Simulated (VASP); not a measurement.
# AlCo (P-1) in VASP: a series of runs, part 2 of 2

VASP 6.6.1. The steps go on from the part before.

## 3. Single point, PBEsol+D3(BJ), collinear spin, ferromagnetic start

This run uses another cell than the first one, of 10.76 Å³/atom.

Input file INCAR:

```
SYSTEM = AlCo
ALGO     = Normal         ! electronic algorithm
EDIFF    = 1E-6           ! SCF threshold, eV
ENCUT    = 520            ! plane-wave cutoff, eV
GGA      = PS             ! functional
ISIF     = 2              ! what is computed and relaxed
ISMEAR   = -1             ! smearing method
ISPIN    = 2              ! spin polarisation
IVDW     = 12             ! dispersion correction
LASPH    = .TRUE.         ! aspherical terms in the spheres
LCHARG   = .TRUE.         ! write CHGCAR
LELF     = .TRUE.         ! ELF
LMAXMIX  = 4              ! l up to which the mixer works
LORBIT   = 11             ! projections on sites
LREAL    = .FALSE.        ! projectors in reciprocal space
LVHAR    = .TRUE.       
LWAVE    = .FALSE.        ! write WAVECAR
MAGMOM   = 2 0            ! initial moments
NBANDS   = 17             ! bands
NELM     = 150            ! most SCF steps
PREC     = Accurate       ! precision mode
SIGMA    = 0.02           ! smearing width, eV
```

Input file KPOINTS:

```
k-points
0
G
  9 9 9
  0 0 0
```

Input file POSCAR:

```
AlCo
1.0
    2.7857305647     -0.0069912180      0.0040041419
   -0.0069912180      2.7751367042      0.0632642586
    0.0040041419      0.0632642586      2.7845053506
Co Al
1 1
Direct
    0.5000000000      0.5000000000      0.5000000000
    0.0000000000      0.0000000000      0.0000000000
```

Potentials or basis: VASP PAW PBE potentials, release 64 (Co, Al).

Command:

```sh
$ cat potpaw_PBE.64/Co/POTCAR potpaw_PBE.64/Al/POTCAR > POTCAR
$ mpirun -np 1 vasp_std > vasp.out
```

OUTCAR:

```text
SYSTEM = AlCo
   EDIFF = 1E-6
   ENCUT = 520
   GGA = PS
   ISIF = 2
   ISMEAR = -1
   ISPIN = 2
   IVDW = 12
   LASPH = .TRUE.
   LORBIT = 11
   LREAL = .FALSE.
   NELM = 150
   PREC = Accurate
 IVDW          = 12

 ion  position               nearest neighbor table
   1  0.500  0.500  0.500-   2 2.37   2 2.37   2 2.38   2 2.38   2 2.44   2 2.44   2 2.45   2 2.45

   2  0.000  0.000  0.000-   1 2.37   1 2.37   1 2.38   1 2.38   1 2.44   1 2.44   1 2.45   1 2.45

  LATTYP: Found a triclinic cell.
 ALAT       =     2.7758665261
 B/A-ratio  =     1.3840048992
 C/A-ratio  =     1.7633831351
 COS(alpha) =     0.0004483915
 COS(beta)  =     0.5958180416
[... 1188 lines left out ...]
 -----------------------------------------------------------------------------
  energy-cutoff  :      520.00
  volume of cell :       21.52
      direct lattice vectors                 reciprocal lattice vectors
     2.785730565 -0.006991218  0.004004142     0.358975333  0.000916585 -0.000537034
    -0.006991218  2.775136704  0.063264259     0.000916585  0.360531684 -0.008192636
     0.004004142  0.063264259  2.784505351    -0.000537034 -0.008192636  0.359317123

 POSITION                                       TOTAL-FORCE (eV/Angst)
 -----------------------------------------------------------------------------------
      1.39137      1.41570      1.42589         0.000000     -0.000000      0.000000
      0.00000      0.00000      0.00000        -0.000000      0.000000      0.000000
 -----------------------------------------------------------------------------------
    total drift:                                0.000000      0.000000     -0.000000

  FREE ENERGIE OF THE ION-ELECTRON SYSTEM (eV)
  ---------------------------------------------------
  free  energy   TOTEN  =       -13.8982170086 eV

  energy  without entropy=      -13.8976865745  energy(sigma->0) =      -13.89795179

 total charge

# of ion       s       p       d       tot
------------------------------------------
    1        0.465   0.571   7.571   8.607
    2        0.404   0.463   0.000   0.867
--------------------------------------------------
tot          0.870   1.034   7.571   9.474

 magnetization (x)

# of ion       s       p       d       tot
------------------------------------------
    1       -0.000  -0.000   0.000   0.000
    2       -0.000  -0.000   0.000  -0.000
--------------------------------------------------
tot         -0.000  -0.000   0.000   0.000
```

OSZICAR:

```text
N       E                     dE             d eps       ncg     rms          rms(c)
DAV:   1     0.375986311731E+02    0.37599E+02   -0.49272E+03 25468   0.762E+02
DAV:   2    -0.123933320885E+02   -0.49992E+02   -0.44519E+02 28614   0.155E+02
DAV:   3    -0.144459275626E+02   -0.20526E+01   -0.20192E+01 29525   0.329E+01
DAV:   4    -0.144744958584E+02   -0.28568E-01   -0.28549E-01 30313   0.347E+00
DAV:   5    -0.144753089599E+02   -0.81310E-03   -0.81304E-03 30405   0.628E-01    0.151E+01
DAV:   6    -0.170074813493E+02   -0.25322E+01   -0.48042E+01 27584   0.761E+01    0.163E+01
DAV:   7    -0.130712498128E+02    0.39362E+01   -0.25215E+01 28123   0.482E+01    0.252E+00
DAV:   8    -0.130483331439E+02    0.22917E-01   -0.16760E-01 30372   0.269E+00    0.133E+00
DAV:   9    -0.130334459732E+02    0.14887E-01   -0.42046E-02 31600   0.140E+00    0.727E-01
DAV:  10    -0.130330063314E+02    0.43964E-03   -0.10869E-03 30132   0.278E-01    0.230E-01
DAV:  11    -0.130331158290E+02   -0.10950E-03   -0.73378E-04 34805   0.206E-01    0.114E-01
DAV:  12    -0.130331070407E+02    0.87883E-05   -0.87740E-05 34212   0.653E-02    0.438E-02
DAV:  13    -0.130331081280E+02   -0.10873E-05   -0.96120E-06 28207   0.281E-02    0.223E-02
DAV:  14    -0.130331072603E+02    0.86769E-06   -0.32026E-06 18633   0.155E-02
   1 F= -.13898217E+02 E0= -.13897952E+02  d E =-.530434E-03  mag=    -0.0001
```

It took 3.1 min on 1 thread of Intel Xeon 8259CL, shared host; peak memory 0.32 GiB.

What came out:

| Item | Value |
| --- | --- |
| Free energy | -13.8982 eV |
| Pressure | 3.4 GPa |
| Band gap on the k mesh | zero (filled and empty bands overlap) |
| Net moment | 0.00 μB per cell |
| Valence electrons inside the program's atomic spheres | Co 8.61; Al 0.87 |
| Dispersion energy per atom | -0.433 eV |

Levels at points of the mesh, in eV from the Fermi level:
Spin up:
```tsv
k point	band 4	band 5	band 6	band 7	band 8	band 9
(0.00, 0.00, 0.00)	-0.96	-0.88	-0.81	6.28	6.32	6.56
```
Spin down:
```
           k point  band 4  band 5  band 6  band 7  band 8  band 9
(0.00, 0.00, 0.00)   -0.96   -0.88   -0.81    6.28    6.32    6.56
```

Caveat: the cell stands under pressure; the PAW data sets were made with another functional, which shifts forces and pressure a little.

## 4. Single point, PBEsol+D3(BJ), collinear spin, ferromagnetic start

This run uses another cell than the first one, of 10.98 Å³/atom.

Input file INCAR:

```
ALGO = Normal
EDIFF = 1E-7
ENCUT = 520
GGA = PS
ISIF = 2
ISMEAR = -1
ISPIN = 2
IVDW = 12
LASPH = T
LCHARG = T
LELF = T
LMAXMIX = 4
LORBIT = 11
LREAL = F
LVHAR = T
LWAVE = F
MAGMOM = 2 0
NBANDS = 17
NELM = 150
PREC = Accurate
SIGMA = 0.02
```

Input file KPOINTS:

```
k-points
0
Gamma
  9 9 9
```

Input file POSCAR:

```
AlCo
1.0
    2.8049431068     -0.0070394348      0.0040317576
   -0.0070394348      2.7942761828      0.0637005776
    0.0040317576      0.0637005776      2.8037094426
Co Al
1 1
Direct
    0.5000000000      0.5000000000      0.5000000000
    0.0000000000      0.0000000000      0.0000000000
```

Potentials or basis: VASP PAW PBE potentials, release 64 (Co, Al).

Command:

```sh
$ cat potpaw_PBE.64/Co/POTCAR potpaw_PBE.64/Al/POTCAR > POTCAR
$ mpirun -np 1 vasp_std > vasp.out
```

OUTCAR:

```text
EDIFF = 1E-7
   ENCUT = 520
   GGA = PS
   ISIF = 2
   ISMEAR = -1
   ISPIN = 2
   IVDW = 12
   LASPH = T
   LORBIT = 11
   LREAL = F
   NELM = 150
   PREC = Accurate
 IVDW          = 12

 ion  position               nearest neighbor table
   1  0.500  0.500  0.500-   2 2.38   2 2.38   2 2.40   2 2.40   2 2.46   2 2.46   2 2.46   2 2.46

   2  0.000  0.000  0.000-   1 2.38   1 2.38   1 2.40   1 2.40   1 2.46   1 2.46   1 2.46   1 2.46

  LATTYP: Found a triclinic cell.
[... 1189 lines left out ...]
  in kB     -12.03905    -5.01863   -12.77499     9.12586   -76.10164    -6.01387
  external pressure =       -9.94 kB  Pullay stress =        0.00 kB

 VOLUME and BASIS-vectors are now :
 -----------------------------------------------------------------------------
  energy-cutoff  :      520.00
  volume of cell :       21.96
      direct lattice vectors                 reciprocal lattice vectors
     2.804943107 -0.007039435  0.004031758     0.356516521  0.000910307 -0.000533356
    -0.007039435  2.794276183  0.063700578     0.000910307  0.358062211 -0.008136521
     0.004031758  0.063700578  2.803709443    -0.000533356 -0.008136521  0.356855970

 POSITION                                       TOTAL-FORCE (eV/Angst)
 -----------------------------------------------------------------------------------
      1.40097      1.42547      1.43572         0.000000     -0.000000      0.000000
      0.00000      0.00000      0.00000        -0.000000      0.000000      0.000000
 -----------------------------------------------------------------------------------
    total drift:                                0.000000      0.000000     -0.000000

  FREE ENERGIE OF THE ION-ELECTRON SYSTEM (eV)
  ---------------------------------------------------
  free  energy   TOTEN  =       -13.9014274843 eV

  energy  without entropy=      -13.9008893544  energy(sigma->0) =      -13.90115842

 total charge

# of ion       s       p       d       tot
------------------------------------------
    1        0.457   0.553   7.554   8.563
    2        0.401   0.453   0.000   0.854
--------------------------------------------------
tot          0.858   1.005   7.554   9.417

 magnetization (x)

# of ion       s       p       d       tot
------------------------------------------
    1        0.000   0.000  -0.000  -0.000
    2       -0.000   0.000   0.000  -0.000
--------------------------------------------------
tot         -0.000   0.000  -0.000  -0.000
```

OSZICAR:

```text
N       E                     dE             d eps       ncg     rms          rms(c)
DAV:   1     0.372041834771E+02    0.37204E+02   -0.49182E+03 25532   0.755E+02
DAV:   2    -0.124458217658E+02   -0.49650E+02   -0.44186E+02 28374   0.153E+02
DAV:   3    -0.144715769473E+02   -0.20258E+01   -0.19899E+01 29581   0.326E+01
DAV:   4    -0.145006380313E+02   -0.29061E-01   -0.29044E-01 30073   0.349E+00
DAV:   5    -0.145014722108E+02   -0.83418E-03   -0.83412E-03 30680   0.635E-01    0.148E+01
DAV:   6    -0.171712377721E+02   -0.26698E+01   -0.49145E+01 27473   0.763E+01    0.167E+01
DAV:   7    -0.130866795748E+02    0.40846E+01   -0.25948E+01 28132   0.485E+01    0.253E+00
DAV:   8    -0.130690068476E+02    0.17673E-01   -0.17073E-01 30340   0.267E+00    0.135E+00
DAV:   9    -0.130545188327E+02    0.14488E-01   -0.44636E-02 31976   0.143E+00    0.726E-01
DAV:  10    -0.130539967071E+02    0.52213E-03   -0.10168E-03 29688   0.266E-01    0.224E-01
DAV:  11    -0.130540707060E+02   -0.73999E-04   -0.76356E-04 33644   0.205E-01    0.106E-01
DAV:  12    -0.130540619319E+02    0.87741E-05   -0.92334E-05 34108   0.698E-02    0.416E-02
DAV:  13    -0.130540654325E+02   -0.35006E-05   -0.89605E-06 28355   0.286E-02    0.201E-02
DAV:  14    -0.130540651538E+02    0.27865E-06   -0.22336E-06 31699   0.129E-02    0.550E-03
DAV:  15    -0.130540649824E+02    0.17145E-06   -0.24458E-07 15474   0.403E-03    0.136E-03
DAV:  16    -0.130540649748E+02    0.76153E-08   -0.11887E-08 13505   0.939E-04
   1 F= -.13901427E+02 E0= -.13901158E+02  d E =-.538130E-03  mag=    -0.0000
```

Run time: 4.3 min. Hardware: 1 thread of Intel Xeon 8259CL, shared host; peak memory 0.33 GiB.

Results:

* Free energy: -13.9014 eV
* Pressure: -1.0 GPa
* Band gap on the k mesh: zero (filled and empty bands overlap)
* Net moment: 0.00 μB per cell
* Valence electrons inside the program's atomic spheres: Co 8.56; Al 0.85
* Dispersion energy per atom: -0.424 eV

Caveat: the PAW data sets were made with another functional, which shifts forces and pressure a little.

## 5. Single point, PBEsol+D3(BJ), collinear spin, ferromagnetic start

This run uses another cell than the first one, of 11.21 Å³/atom.

Input file INCAR:

```
SYSTEM = AlCo
ALGO     = Normal         ! electronic algorithm
EDIFF    = 1E-6           ! SCF threshold, eV
ENCUT    = 520            ! plane-wave cutoff, eV
GGA      = PS             ! functional
ISIF     = 2              ! what is computed and relaxed
ISMEAR   = -1             ! smearing method
ISPIN    = 2              ! spin polarisation
IVDW     = 12             ! dispersion correction
LASPH    = .TRUE.         ! aspherical terms in the spheres
LCHARG   = .FALSE.        ! write CHGCAR
LMAXMIX  = 4              ! l up to which the mixer works
LORBIT   = 11             ! projections on sites
LREAL    = .FALSE.        ! projectors in reciprocal space
LWAVE    = .FALSE.        ! write WAVECAR
MAGMOM   = 2 0            ! initial moments
NBANDS   = 17             ! bands
NELM     = 150            ! most SCF steps
PREC     = Accurate       ! precision mode
SIGMA    = 0.02           ! smearing width, eV
```

Input file KPOINTS:

```
k-points
0
G
  9 9 9
  0 0 0
```

Input file POSCAR:

```
AlCo
1.0
    2.8238960000     -0.0070870000      0.0040590000
   -0.0070870000      2.8131570000      0.0641310000
    0.0040590000      0.0641310000      2.8226540000
Co Al
1 1
Direct
    0.5000000000      0.5000000000      0.5000000000
    0.0000000000      0.0000000000      0.0000000000
```

Potentials or basis: VASP PAW PBE potentials, release 64 (Co, Al).

Command:

```sh
$ cat potpaw_PBE.64/Co/POTCAR potpaw_PBE.64/Al/POTCAR > POTCAR
$ mpirun -np 1 vasp_std > vasp.out
```

OUTCAR:

```text
SYSTEM = AlCo
   EDIFF = 1E-6
   ENCUT = 520
   GGA = PS
   ISIF = 2
   ISMEAR = -1
   ISPIN = 2
   IVDW = 12
   LASPH = .TRUE.
   LORBIT = 11
   LREAL = .FALSE.
   NELM = 150
   PREC = Accurate
 IVDW          = 12

 ion  position               nearest neighbor table
   1  0.500  0.500  0.500-   2 2.40   2 2.40   2 2.41   2 2.41   2 2.48   2 2.48   2 2.48   2 2.48

   2  0.000  0.000  0.000-   1 2.40   1 2.40   1 2.41   1 2.41   1 2.48   1 2.48   1 2.48   1 2.48

  LATTYP: Found a triclinic cell.
 ALAT       =     2.8138968207
 B/A-ratio  =     1.3840048992
 C/A-ratio  =     1.7633831351
 COS(alpha) =     0.0004483915
 COS(beta)  =     0.5958180416
 COS(gamma) =     0.6895619150

  Lattice vectors:

 A1 = (  -0.0070870000,   2.8131570000,   0.0641310000)
 A2 = (  -0.0111460000,   2.7490260000,  -2.7585230000)
 A3 = (  -2.8269240000,   2.8843750000,   2.8827260000)

Analysis of symmetry for initial positions (statically):
=====================================================================
 Subroutine PRICEL returns:
 Original cell was already a primitive cell.

 Routine SETGRP: Setting up the symmetry group for a
[... 1155 lines left out ...]
     17      33.4258      0.00000

 [... further k-points ...]

------------------------ aborting loop because EDIFF is reached ----------------------------------------

 Edisp (eV)   -0.83033

 E8    (eV) :    -0.5546

  FORCE on cell =-STRESS in cart. coord.  units (eV):
  Direction    XX          YY          ZZ          XY          YZ          ZX
  --------------------------------------------------------------------------------------
  -------------------------------------------------------------------------------------
  Total      -0.71304    -0.61774    -0.72033     0.12016    -1.00153    -0.07923
  in kB     -50.97482   -44.16128   -51.49582     8.59005   -71.59825    -5.66414
  external pressure =      -48.88 kB  Pullay stress =        0.00 kB

 VOLUME and BASIS-vectors are now :
 -----------------------------------------------------------------------------
  energy-cutoff  :      520.00
  volume of cell :       22.41
      direct lattice vectors                 reciprocal lattice vectors
     2.823896000 -0.007087000  0.004059000     0.354123721  0.000904198 -0.000529776
    -0.007087000  2.813157000  0.064131000     0.000904198  0.355659037 -0.008081912
     0.004059000  0.064131000  2.822654000    -0.000529776 -0.008081912  0.354460891

 POSITION                                       TOTAL-FORCE (eV/Angst)
 -----------------------------------------------------------------------------------
      1.41043      1.43510      1.44542         0.000000     -0.000000      0.000000
      0.00000      0.00000      0.00000        -0.000000      0.000000      0.000000
 -----------------------------------------------------------------------------------
    total drift:                                0.000000      0.000000     -0.000000

  FREE ENERGIE OF THE ION-ELECTRON SYSTEM (eV)
  ---------------------------------------------------
  free  energy   TOTEN  =       -13.8930686960 eV

  energy  without entropy=      -13.8925215514  energy(sigma->0) =      -13.89279512

 total charge

# of ion       s       p       d       tot
------------------------------------------
    1        0.448   0.535   7.538   8.522
    2        0.398   0.443   0.000   0.841
--------------------------------------------------
tot          0.847   0.978   7.538   9.363

 magnetization (x)

# of ion       s       p       d       tot
------------------------------------------
    1       -0.000  -0.000   0.000   0.000
    2       -0.000  -0.000   0.000  -0.000
--------------------------------------------------
tot         -0.000  -0.000   0.000   0.000
```

OSZICAR:

```text
N       E                     dE             d eps       ncg     rms          rms(c)
DAV:   1     0.370219339960E+02    0.37022E+02   -0.49534E+03 25492   0.751E+02
DAV:   2    -0.124554009367E+02   -0.49477E+02   -0.44004E+02 28331   0.152E+02
DAV:   3    -0.144848850648E+02   -0.20295E+01   -0.19961E+01 29645   0.326E+01
DAV:   4    -0.145136502681E+02   -0.28765E-01   -0.28747E-01 30202   0.346E+00
DAV:   5    -0.145144700154E+02   -0.81975E-03   -0.81969E-03 30540   0.629E-01    0.145E+01
DAV:   6    -0.173281930965E+02   -0.28137E+01   -0.50335E+01 27426   0.766E+01    0.172E+01
DAV:   7    -0.130903756256E+02    0.42378E+01   -0.26644E+01 28119   0.487E+01    0.255E+00
DAV:   8    -0.130773624173E+02    0.13013E-01   -0.17207E-01 30560   0.266E+00    0.136E+00
DAV:   9    -0.130633792982E+02    0.13983E-01   -0.44755E-02 32462   0.142E+00    0.726E-01
DAV:  10    -0.130627116258E+02    0.66767E-03   -0.91554E-04 29023   0.248E-01    0.217E-01
DAV:  11    -0.130627413089E+02   -0.29683E-04   -0.65367E-04 32295   0.187E-01    0.103E-01
DAV:  12    -0.130627338987E+02    0.74102E-05   -0.11148E-04 34207   0.785E-02    0.402E-02
DAV:  13    -0.130627394463E+02   -0.55475E-05   -0.95368E-06 29072   0.301E-02    0.173E-02
DAV:  14    -0.130627393395E+02    0.10671E-06   -0.12728E-06 16960   0.105E-02
   1 F= -.13893069E+02 E0= -.13892795E+02  d E =-.547145E-03  mag=     0.0000
```

stdout:

```text
POSCAR found type information on POSCAR CoAl
 POSCAR found :  2 types and       2 ions
 scaLAPACK will be used
 -----------------------------------------------------------------------------
|                                                                             |
|                                                                             |
|     You enforced a specific xc type in the INCAR file but a different       |
|     I HOPE YOU KNOW WHAT YOU ARE DOING!                                     |
|                                                                             |
 -----------------------------------------------------------------------------

 LDA part: xc-table for (Slater+PW92), standard interpolation
 POSCAR, INCAR and KPOINTS ok, starting setup
 FFT: planning ... GRIDC
 FFT: planning ... GRID_SOFT
 FFT: planning ... GRID
 WAVECAR not read
 entering main loop
```

It took 4.3 min on 1 thread of Intel Xeon 8259CL, shared host; peak memory 0.33 GiB.

What came out:

| Quantity | Value |
| --- | --- |
| Free energy | -13.8931 eV |
| Pressure | -4.9 GPa |
| Band gap on the k mesh | zero (filled and empty bands overlap) |
| Net moment | 0.00 μB per cell |
| Valence electrons inside the program's atomic spheres | Co 8.52; Al 0.84 |
| Dispersion energy per atom | -0.415 eV |

Caveat: the cell stands under tension; the PAW data sets were made with another functional, which shifts forces and pressure a little.
